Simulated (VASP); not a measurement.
# CoSi2 (P1) in VASP: notebook

The runs below take CoSi2 through single point, with PBEsol.

Everything below comes from runs of VASP 6.6.1. Logs are shortened: lines on timing, memory, paths and dates and some standing lists are left out, and cuts for length are marked.

## Step 1: The cell of the first run

The typed cell holds 12 atoms: a = 5.453 Å, b = 5.453 Å, c = 5.453 Å, α = 90.00°, β = 90.00°, γ = 90.00°.

## Step 2: Single point, PBEsol

File INCAR:

```
SYSTEM = CoSi2
PREC = Accurate
ENCUT = 520
EDIFF = 1E-6
ISMEAR = -1
SIGMA = 0.3
LREAL = .FALSE.
LASPH = .TRUE.
NELM = 100
ALGO = Normal
ISIF = 2
LWAVE = .FALSE.
LCHARG = .FALSE.
GGA = PS
NBANDS = 46
```

File KPOINTS:

```
regular mesh
0
G
  3 3 3
  0 0 0
```

File POSCAR:

```
CoSi2
1.0
    5.4529660000      0.0000000000      0.0000000000
    0.0000000000      5.4529660000      0.0000000000
    0.0000000000      0.0000000000      5.4529660000
Co Si
4 8
Direct
   -0.0046213382     -0.0291217660      0.0273795949
    0.4684789892      0.5079437502      0.0180635639
    0.5424204002      0.0343482795      0.4766947016
    0.0111498953      0.4716882519      0.4754293352
    0.2455360991      0.2524497677      0.2566493171
    0.7092837183      0.7605952430      0.7249082426
    0.7903405229      0.7410095717      0.2478651068
    0.2413365497      0.2109310786      0.7504356345
    0.7592748607      0.3014506234      0.6949245603
    0.2638380654      0.7475197901      0.3062553480
    0.2072816885      0.7368650382      0.8057816608
    0.7465295034      0.2809480198      0.2182481974
```

Potentials or basis: VASP PAW PBE potentials, release 64 (Co, Si).

On the command line:

```bash
$ cat potpaw_PBE.64/Co/POTCAR potpaw_PBE.64/Si/POTCAR > POTCAR
$ mpirun -np 1 vasp_std > vasp.out
```

OUTCAR:

```text
SYSTEM = CoSi2
   PREC = Accurate
   ENCUT = 520
   EDIFF = 1E-6
   ISMEAR = -1
   LREAL = .FALSE.
   LASPH = .TRUE.
   NELM = 100
   ISIF = 2
   GGA = PS

 ion  position               nearest neighbor table
   1  0.995  0.971  0.027-   7 2.07  11 2.10   5 2.40  12 2.40   8 2.41  10 2.44   6 2.54   9 2.86

   2  0.468  0.508  0.018-  11 2.22  12 2.24   5 2.26  10 2.33   6 2.49   7 2.50   8 2.51   9 2.62

   3  0.542  0.034  0.477-   6 2.21   9 2.22  12 2.24   5 2.34  10 2.37   8 2.42   7 2.44  11 3.03
[... 5 lines left out ...]
   6  0.709  0.761  0.725-   3 2.21   2 2.49   9 2.52   1 2.54   7 2.64   4 2.65  11 2.75  11 2.78
                             7 2.89   9 2.97
   7  0.790  0.741  0.248-   1 2.07   4 2.27   3 2.44   2 2.50  12 2.53  10 2.60   6 2.64   6 2.89
                            10 2.89  12 2.96
   8  0.241  0.211  0.750-   1 2.41   4 2.42   3 2.42   2 2.51  11 2.61   9 2.69   5 2.70   5 2.77
                             9 2.88  11 2.89
   9  0.759  0.301  0.695-   4 2.04   3 2.22   6 2.52  12 2.60   2 2.62   8 2.69  12 2.86   1 2.86
                             8 2.88   6 2.97
  10  0.264  0.748  0.306-   4 2.24   2 2.33   3 2.37   1 2.44   7 2.60   5 2.71  11 2.74  11 2.75
                             5 2.77   7 2.89
  11  0.207  0.737  0.806-   1 2.10   2 2.22   4 2.55   8 2.61  10 2.74  10 2.75   6 2.75   6 2.78
                             8 2.89   3 3.03
  12  0.747  0.281  0.218-   2 2.24   3 2.24   4 2.27   1 2.40   7 2.53   9 2.60   5 2.73   5 2.74
                             9 2.86   7 2.96

  LATTYP: Found a simple cubic cell.
 ALAT       =     5.4529660000

  Lattice vectors:

 A1 = (   5.4529660000,   0.0000000000,   0.0000000000)
 A2 = (   0.0000000000,   5.4529660000,   0.0000000000)
 A3 = (   0.0000000000,   0.0000000000,   5.4529660000)

Analysis of symmetry for initial positions (statically):
=====================================================================
 Subroutine PRICEL returns:
 Original cell was already a primitive cell.

 Routine SETGRP: Setting up the symmetry group for a
 simple cubic supercell.

 Subroutine GETGRP returns: Found  1 space group operations
 (whereof  1 operations were pure point group operations)
 out of a pool of 48 trial point group operations.

The static configuration has the point symmetry C_1 .

Analysis of symmetry for dynamics (positions and initial velocities):
=====================================================================
 Subroutine PRICEL returns:
 Original cell was already a primitive cell.

[... 127 lines left out ...]
   NELECT =      68.0000    total number of electrons
   NUPDOWN=      -1.0000    fix difference up-down
   EMIN   =  10.00;   EMAX   =-10.00  energy-range for DOS
   EFERMI =   0.00;   METHOD = LEGACY
   ISMEAR =    -1;   SIGMA  =   0.30  broadening in eV -4-tet -1-fermi 0-gaus
   EFERMI_NEDOS =   21; number of points for ismear=-14 and -15
   IALGO  =     38    algorithm
   IMIX   =      4    mixing-type and parameters
     AMIX     =   0.40;   BMIX     =  1.00
     AMIX_MAG =   1.60;   BMIX_MAG =  1.00
  volume/ion in A,a.u.               =      13.51        91.18
  Fermi-wavevector in a.u.,A,eV,Ry     =   1.225401  2.315673 20.430623  1.501608
  Thomas-Fermi vector in A             =   2.360441
   LORBIT       =      0    0 simple, 1 ext, 2 COOP (PROOUT), +10 PAW based schemes
   GGA     = PS    functional components
   LHFCALC =     F    Hartree Fock is set to
   AEXX    =    0.0000 exact exchange contribution
   IVDW    =     0    specifies the selected vdW correction
   LEPSILON=     F    determine dielectric tensor
   LRPA    =     F    only Hartree local field effects (RPA)
 non-spin polarized calculation
  energy-cutoff  :      520.00
  volume of cell :      162.14
 maximum number of plane-waves:      4385
 NGX is ok and might be reduce to    42
   NGX = 21   NGY = 21   NGZ = 21

 number of electron      67.9999996 magnetization

 Free energy of the ion-electron system (eV)
  ---------------------------------------------------
  ext. energy  EPLUGINS =         0.00000000
  ---------------------------------------------------
  free energy    TOTEN  =       -81.47844203 eV

  energy without entropy =      -80.03981183  energy(sigma->0) =      -80.75912693

 E-fermi :   9.4759     XC(G=0): -11.5976

 val. band max:        9.2404912167   @ k =   0.0000   0.3333   0.3333
 cond. band min:       9.5682774138   @ k =   0.0000   0.0000   0.0000
 fundamental gap:      0.3277861970
 Fermi energy:         9.4758720932

 k-point     1 :       0.0000    0.0000    0.0000
  band No.  band energies     occupation
      1      -3.4705      2.00000
      2       0.2812      2.00000
      3       0.4403      2.00000
      4       0.4949      2.00000
      5       2.0540      2.00000
      6       2.3048      2.00000
[... 675 lines left out ...]
     45      13.5487      0.00000
     46      13.7007      0.00000

------------------------ aborting loop because EDIFF is reached ----------------------------------------

  FORCE on cell =-STRESS in cart. coord.  units (eV):
  Direction    XX          YY          ZZ          XY          YZ          ZX
  --------------------------------------------------------------------------------------
  -------------------------------------------------------------------------------------
  Total       -2.1186781     -1.1771495     -4.3395779      1.0956123     -4.4490115     -4.4022327
  in kB      -20.9352034    -11.6317173    -42.8804865     10.8260270    -43.9618277    -43.4995945
  external PRESSURE =     -25.1491357 kB  Pullay stress =       0.0000000 kB

 VOLUME and BASIS-vectors are now :
 -----------------------------------------------------------------------------
  energy-cutoff  :      520.00
  volume of cell :      162.14
      direct lattice vectors                 reciprocal lattice vectors
     5.452966000  0.000000000  0.000000000     0.183386436  0.000000000  0.000000000
     0.000000000  5.452966000  0.000000000     0.000000000  0.183386436  0.000000000
     0.000000000  0.000000000  5.452966000     0.000000000  0.000000000  0.183386436

 POSITION                                       TOTAL-FORCE (eV/Angst)
 -----------------------------------------------------------------------------------
      5.42777      5.29417      0.14930         0.153851      2.492329     -1.068966
      2.55460      2.76980      0.09850         1.061640      0.090983     -1.273668
      2.95780      0.18730      2.59940        -1.299398     -0.851298      0.118365
      0.06080      2.57210      2.59250         0.749883      2.302257      1.316051
      1.33890      1.37660      1.39950         0.710954     -1.282589     -0.967465
      3.86770      4.14750      3.95290         0.790496     -0.131748      1.239914
      4.30970      4.04070      1.35160        -2.222873     -0.609215      0.750191
      1.31600      1.15020      4.09210         0.439992      0.848211      0.125779
      4.14030      1.64380      3.78940        -1.809279     -1.759460      2.865629
      1.43870      4.07620      1.67000         0.415620      0.754580     -0.942947
      1.13030      4.01810      4.39390         0.639691     -1.003135     -1.768124
      4.07080      1.53200      1.19010         0.369422     -0.850916     -0.394758
 -----------------------------------------------------------------------------------
    total drift:                               -0.000051      0.000022      0.000045

  FREE ENERGIE OF THE ION-ELECTRON SYSTEM (eV)
  ---------------------------------------------------
  free  energy   TOTEN  =       -81.4784420282 eV

  energy  without entropy=      -80.0398118277  energy(sigma->0) =      -80.75912693
```

OSZICAR:

```text
N       E                     dE             d eps       ncg     rms          rms(c)
DAV:   1     0.442962028737E+03    0.44296E+03   -0.27117E+04  1288   0.149E+03
DAV:   2    -0.443490002950E+02   -0.48731E+03   -0.46620E+03  1294   0.346E+02
DAV:   3    -0.859841644062E+02   -0.41635E+02   -0.39322E+02  1512   0.117E+02
[... 12 lines left out ...]
DAV:  16    -0.814785008314E+02    0.13069E-03   -0.28867E-04  1858   0.189E-01    0.113E-01
DAV:  17    -0.814784471048E+02    0.53727E-04   -0.16940E-04  1890   0.137E-01    0.408E-02
DAV:  18    -0.814784435515E+02    0.35533E-05   -0.38835E-05  1714   0.684E-02    0.192E-02
DAV:  19    -0.814784420868E+02    0.14647E-05   -0.11182E-05  1650   0.379E-02    0.484E-03
DAV:  20    -0.814784420282E+02    0.58593E-07   -0.14811E-06   836   0.155E-02
   1 F= -.81478442E+02 E0= -.80759127E+02  d E =-.143863E+01
```

stdout:

```text
POSCAR found type information on POSCAR CoSi
 POSCAR found :  2 types and      12 ions
 scaLAPACK will be used
 -----------------------------------------------------------------------------
|                                                                             |
|                                                                             |
|     You enforced a specific xc type in the INCAR file but a different       |
|     I HOPE YOU KNOW WHAT YOU ARE DOING!                                     |
|                                                                             |
 -----------------------------------------------------------------------------

 LDA part: xc-table for (Slater+PW92), standard interpolation
 POSCAR, INCAR and KPOINTS ok, starting setup
 FFT: planning ... GRIDC
 FFT: planning ... GRID_SOFT
 FFT: planning ... GRID
 WAVECAR not read
 entering main loop
```

Wall time 2.6 min (1 thread of Intel Xeon Platinum 8259CL at 2.50GHz (Skylake/Cascade Lake), shared host); peak memory 0.29 GiB.

What came out:

| Quantity | Value |
| --- | --- |
| Free energy | -81.4784 eV |
| Pressure | -2.5 GPa |
| Largest force | 3.819 eV/Å |
| Band gap on the k mesh | zero (band 34 reaches 9.88 eV, above the bottom of band 35 at 9.07 eV) |

Forces in eV/Å, atoms in the order of the input:
```
Co   0.154  2.492 -1.069
Co   1.062  0.091 -1.274
Co  -1.299 -0.851  0.118
Co   0.750  2.302  1.316
Si   0.711 -1.283 -0.967
Si   0.790 -0.132  1.240
Si  -2.223 -0.609  0.750
Si   0.440  0.848  0.126
Si  -1.809 -1.759  2.866
Si   0.416  0.755 -0.943
Si   0.640 -1.003 -1.768
Si   0.369 -0.851 -0.395
```

Stress tensor (GPa, compression positive):
```
-2.09  1.08 -4.35
 1.08 -1.16 -4.40
-4.35 -4.40 -4.29
```

Caveat: the k points lie up to 0.38 Å⁻¹ apart; the PAW data sets were made with another functional, which shifts forces and pressure a little.

## Step 3: Single point, PBEsol

File INCAR:

```
ALGO = Normal
EDIFF = 1E-7
ENCUT = 520
GGA = PS
ISIF = 2
ISMEAR = -1
LASPH = True
LCHARG = True
LELF = True
LREAL = False
LVHAR = True
LWAVE = False
NBANDS = 46
NELM = 80
PREC = Accurate
SIGMA = 0.3
```

File KPOINTS:

```
k-points
0
Gamma
  3 3 3
```

File POSCAR:

```
CoSi2
1.0
    5.4529660000      0.0000000000      0.0000000000
    0.0000000000      5.4529660000      0.0000000000
    0.0000000000      0.0000000000      5.4529660000
Co Si
4 8
Direct
    0.0690816704      0.0597839781     -0.0192922531
    0.5166729446      0.4829848563     -0.0108564770
    0.4950333452      0.0026774420      0.5118865586
   -0.0129470824      0.5101443875      0.5010300816
    0.2777937732      0.2658919935      0.2772986298
    0.7399275917      0.7220107369      0.7289060669
    0.7086418657      0.7187831356      0.2527982019
    0.2583914882      0.2854043102      0.7095771366
    0.7185814106      0.2355048610      0.7541767178
    0.2062547245      0.7409545557      0.2191467909
    0.2041091032      0.7119061443      0.7802909462
    0.7439437546      0.2029170914      0.3139942556
```

Potentials or basis: VASP PAW PBE potentials, release 64 (Co, Si).

On the command line:

```bash
$ cat potpaw_PBE.64/Co/POTCAR potpaw_PBE.64/Si/POTCAR > POTCAR
$ mpirun -np 1 vasp_std > vasp.out
```

Wall time 2.8 min (1 thread of Intel Xeon Platinum 8259CL at 2.50GHz (Skylake/Cascade Lake), shared host); peak memory 0.28 GiB.

The run converged. Its results:

| Property | Result |
| --- | --- |
| Free energy | -81.0705 eV |
| Pressure | -0.9 GPa |
| Largest force | 4.266 eV/Å |
| Band gap on the k mesh | zero (band 34 reaches 9.77 eV, above the bottom of band 35 at 9.21 eV) |

Forces on the atoms (eV/Å):
```
Co  -2.017 -0.997  0.588
Co  -1.601  0.237  0.792
Co  -1.654 -2.532  0.661
Co   0.034 -0.904 -1.299
Si  -0.787 -0.185 -1.415
Si  -0.850  1.175  0.987
Si   0.584  0.664  0.343
Si  -0.082 -1.118  1.124
Si   2.189 -0.406  0.921
Si   0.855  0.449  1.363
Si   1.262  1.949 -0.726
Si   2.066  1.668 -3.339
```

Stress tensor (GPa, compression positive):
```
-3.30  0.61 -0.82
 0.61 -1.25  0.57
-0.82  0.57  1.87
```

Levels at points of the mesh, in eV from the Fermi level:
| k point | band 30 | band 31 | band 32 | band 33 | band 34 | band 35 | band 36 | band 37 | band 38 | band 39 |
| --- | --- | --- | --- | --- | --- | --- | --- | --- | --- | --- |
| (0.00, 0.00, 0.00) | -1.63 | -1.58 | -1.21 | -1.09 | 0.07 | 0.77 | 0.82 | 1.11 | 1.53 | 1.82 |

Caveat: the k points lie up to 0.38 Å⁻¹ apart; the PAW data sets were made with another functional, which shifts forces and pressure a little. Spin polarisation is off, so any magnetic state and its effect on volume and gap are missing.

## Step 4: Single point, PBEsol

File INCAR:

```
  PREC = Accurate
  ENCUT = 520
  EDIFF = 1E-6
  ISMEAR = -1
  SIGMA = 0.3
  LREAL = False
  LASPH = True
  NELM = 80
  ALGO = Normal
  ISIF = 2
  LWAVE = False
  LCHARG = False
  GGA = PS
  NBANDS = 46
```

File KPOINTS:

```
Automatic mesh
0
Gamma
  3 3 3
```

File POSCAR:

```
CoSi2
1.0
    5.4529660000      0.0000000000      0.0000000000
    0.0000000000      5.4529660000      0.0000000000
    0.0000000000      0.0000000000      5.4529660000
Co Si
4 8
Direct
    0.0018338644     -0.0122685526     -0.0231800455
    0.4718899769      0.5332694170     -0.0301670687
    0.5124000406      0.0483039872      0.4793721435
    0.0330278971      0.4720550247      0.5272176647
    0.2319655028      0.2275092124      0.2394293308
    0.7597516654      0.7552403591      0.7731021980
    0.7126947060      0.6924855207      0.3080708737
    0.2526514928      0.2125448792      0.7457226031
    0.6944477556      0.2524497677      0.7831150974
    0.2590150021      0.7804193168      0.2157724805
    0.2641498223      0.8011969999      0.7301347560
    0.7851506868      0.1913270686      0.3027159898
```

On the command line:

```bash
$ cat potpaw_PBE.64/Co/POTCAR potpaw_PBE.64/Si/POTCAR > POTCAR
$ mpirun -np 1 vasp_std > vasp.out
```

Wall time 2.6 min (1 thread of Intel Xeon Platinum 8259CL at 2.50GHz (Skylake/Cascade Lake), shared host); peak memory 0.29 GiB.

It converged, with:

- Free energy: -80.5379 eV
- Pressure: 0.1 GPa
- Largest force: 5.351 eV/Å
- Band gap on the k mesh: zero (band 34 reaches 9.76 eV, above the bottom of band 35 at 9.21 eV)

Forces in eV/Å, atoms in the order of the input:
```
Co  -0.869  1.303  1.528
Co  -0.288 -0.716  1.033
Co  -2.881 -4.159  1.744
Co  -1.102  1.149 -0.631
Si   0.632  1.686 -0.269
Si  -0.645 -0.891 -0.908
Si   0.824  0.559 -1.104
Si  -0.681  2.900  0.601
Si   2.583  0.065 -0.055
Si  -0.401 -1.147  1.535
Si  -0.077 -3.105 -0.739
Si   2.905  2.355 -2.735
```

Stress tensor (GPa, compression positive):
```
 1.99  0.35 -3.88
 0.35  1.73 -0.66
-3.88 -0.66 -3.42
```

Levels at points of the mesh, in eV from the Fermi level:
| k point | band 32 | band 33 | band 34 | band 35 | band 36 | band 37 |
| --- | --- | --- | --- | --- | --- | --- |
| (0.00, 0.00, 0.00) | -1.35 | -1.21 | 0.20 | 0.81 | 0.84 | 1.04 |

Caveat: the k points lie up to 0.38 Å⁻¹ apart; the PAW data sets were made with another functional, which shifts forces and pressure a little.

## Step 5: Single point, PBEsol

File INCAR:

```
SYSTEM = CoSi2
PREC = Accurate
ENCUT = 520
EDIFF = 1E-7
ISMEAR = -1
SIGMA = 0.3
LREAL = .FALSE.
LASPH = .TRUE.
NELM = 80
ALGO = Normal
ISIF = 2
LWAVE = .FALSE.
LCHARG = .TRUE.
GGA = PS
LELF = .TRUE.
LVHAR = .TRUE.
NBANDS = 46
```

File KPOINTS:

```
Automatic mesh
0
G
  3 3 3
  0 0 0
```

File POSCAR:

```
CoSi2
1.0
    5.4529660000      0.0000000000      0.0000000000
    0.0000000000      5.4529660000      0.0000000000
    0.0000000000      0.0000000000      5.4529660000
Co Si
4 8
Direct
   -0.0128920664     -0.0112232499      0.0129837597
    0.4671952842      0.5728258713      0.0032092626
    0.5230181153     -0.0083624215      0.4860107325
    0.0306071962      0.4650680015      0.5131335864
    0.2894021345      0.1945179926      0.1984974783
    0.7286493259      0.7135382836      0.7091736864
    0.7876630810      0.7756145921      0.2534217158
    0.2261521528      0.1954716021      0.7419448425
    0.6951446240      0.2454627445      0.8059833859
    0.2633429220      0.7707181743      0.2595651614
    0.2172028947      0.7804193168      0.7471163400
    0.7757613013      0.2858260990      0.2521013335
```

On the command line:

```bash
$ cat potpaw_PBE.64/Co/POTCAR potpaw_PBE.64/Si/POTCAR > POTCAR
$ mpirun -np 1 vasp_std > vasp.out
```

Wall time 2.7 min (1 thread of Intel Xeon Platinum 8259CL at 2.50GHz (Skylake/Cascade Lake), shared host); peak memory 0.29 GiB.

It converged, with:

| Quantity | Value |
| --- | --- |
| Free energy | -80.8535 eV |
| Pressure | -2.0 GPa |
| Largest force | 3.577 eV/Å |
| Band gap on the k mesh | zero (band 34 reaches 9.85 eV, above the bottom of band 35 at 9.17 eV) |

Forces on the atoms (eV/Å):
```
Co  -0.030  1.425 -1.460
Co   1.758 -3.033 -0.709
Co  -0.350  1.274  0.684
Co  -0.389  1.304 -0.435
Si  -0.220  2.940  1.240
Si   0.854  0.205  0.994
Si  -1.616 -2.048  0.839
Si   0.571  2.381 -0.540
Si   0.892  0.138 -1.215
Si  -1.362 -1.250  1.050
Si   0.580 -2.592 -0.606
Si  -0.687 -0.742  0.157
```

Stress tensor (GPa, compression positive):
```
-5.31 -0.96 -1.79
-0.96  1.52 -0.09
-1.79 -0.09 -2.25
```

Levels at points of the mesh, in eV from the Fermi level:
```
           k point  band 31  band 32  band 33  band 34  band 35  band 36  band 37  band 38
(0.00, 0.00, 0.00)    -1.43    -1.30    -1.22     0.35     0.78     0.88     1.04     1.32
```

Caveat: the k points lie up to 0.38 Å⁻¹ apart; the PAW data sets were made with another functional, which shifts forces and pressure a little. Spin polarisation is off, so any magnetic state and its effect on volume and gap are missing.

(Continued in part 2 of 2.)
